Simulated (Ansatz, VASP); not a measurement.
# One calculation of NiO2, two programs

```xyz
6
Lattice="2.7833 0.0000 0.0000 -1.3917 2.4104 0.0000 0.0000 0.0000 10.8430" Properties=species:S:1:pos:R:3 pbc="T T T"
Ni    0.0000    0.0000    0.0000
Ni    0.0000    0.0000    5.4215
O     1.3917    0.8035    0.9335
O     1.3917    0.8035    4.4880
O     0.0000    1.6070    9.9095
O     0.0000    1.6070    6.3550
```

Alike in both runs: task single point; functional PBEsol; k mesh 12 × 12 × 4; occupations gaussian, width 0.05 eV; no spin polarisation.

```csv
,VASP,Ansatz
version,VASP 6.6.1,Ansatz 0.2.0
potentials or method,"VASP PAW PBE potentials, release 64 (Ni, O), cutoff 520 eV","scalar-relativistic, plane waves, PAW"
valence electrons in the cell,44,60
```

```csv
,VASP,Ansatz,Ansatz less VASP
gap on the k mesh at the Fermi level (eV),1.14,1.16,+0.020
least direct gap on the mesh (eV),1.37,1.39,+0.019
pressure (GPa),0.6,0.0,-0.62
"traceless stress, the component that is largest in VASP (GPa)",-0.26,0.02,+0.279
rms of the force components (eV/Å),0.030,0.001,-0.0297
```

VASP's potentials were made for PBE, not for PBEsol. Atom by atom the forces differ by 0.031 eV/Å (rms over components). The functional is the same, so the differences come from potentials, cutoffs and numerics. VASP's potentials hold 44 valence electrons a cell and Ansatz's 60, so a difference there can come from the potentials and not from the codes.
